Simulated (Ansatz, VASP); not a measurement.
**Two plane-wave programs on Li2S**

```
Li S
1.0
     0.00000    2.83517    2.83517
     2.83517    0.00000    2.83517
     2.83517    2.83517    0.00000
Li S
2 1
Direct
  0.47400 0.28200 0.58200
  0.97400 0.78200 0.08200
  0.72400 0.53200 0.83200
```

Alike in both runs: task single point; functional PBE; k mesh 4 × 4 × 4; occupations gaussian, width 0.1 eV; no spin polarisation.

|  | VASP | Ansatz |
| --- | --- | --- |
| version | VASP 6.6.1 | Ansatz 0.2.0 |
| potentials or method | VASP PAW PBE potentials, release 64 (Li_sv, S), cutoff 750 eV | scalar-relativistic, plane waves, PAW |
| valence electrons in the cell | 12 | 12 |

|  | VASP | Ansatz | Ansatz less VASP |
| --- | --- | --- | --- |
| gap on the k mesh at the Fermi level (eV) | 3.38 | 3.38 | +0.001 |
| least direct gap on the mesh (eV) | 4.34 | 4.34 | -0.003 |
| pressure (GPa) | 0.7 | 0.8 | +0.13 |

The k mesh is coarse, so the values compare programs but aren't converged.
